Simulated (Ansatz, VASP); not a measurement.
## Zr2W in VASP and in Ansatz

```
CELL_PARAMETERS angstrom
5.43000 0.00000 0.00000
0.00000 5.43000 0.00000
0.00000 0.00000 3.49747
ATOMIC_POSITIONS crystal
Zr 0.30600 0.30600 0.00000
Zr 0.19400 0.80600 0.50000
Zr 0.69400 0.69400 0.00000
Zr 0.80600 0.19400 0.50000
W 0.00000 0.00000 0.00000
W 0.50000 0.50000 0.50000
```

Alike in both runs: task relaxation of cell and atoms; functional PBE; k mesh 4 × 4 × 6; occupations gaussian, width 0.1 eV; no spin polarisation.

|  | VASP | Ansatz |
| --- | --- | --- |
| version | VASP 6.6.1 | Ansatz 0.2.0 |
| potentials or method | VASP PAW PBE potentials, release 64 (Zr_sv, W_sv), cutoff 500 eV | scalar-relativistic, plane waves, PAW |
| valence electrons in the cell | 76 | 76 |

Ansatz gave:

| Quantity | Value |
| --- | --- |
| gap on the k mesh at the Fermi level, each at its own relaxed structure (eV) | none |
| relaxed volume (Å³/atom) | 25.16 |
| relaxed length of the cell vector where the two differ most in proportion (Å) | 4.465 |

Question: What did VASP give for the same quantities?

Answer: gap on the k mesh at the Fermi level, each at its own relaxed structure (eV): none; relaxed volume (Å³/atom): 25.10; relaxed length of the cell vector where the two differ most in proportion (Å): 4.440.

A gap of «none» marks a metal or a gap that the smearing closes.

Spin-orbit coupling is off throughout. Noted on VASP's run: the volume moved by over 15 % at a fixed basis, so the end points are rough.
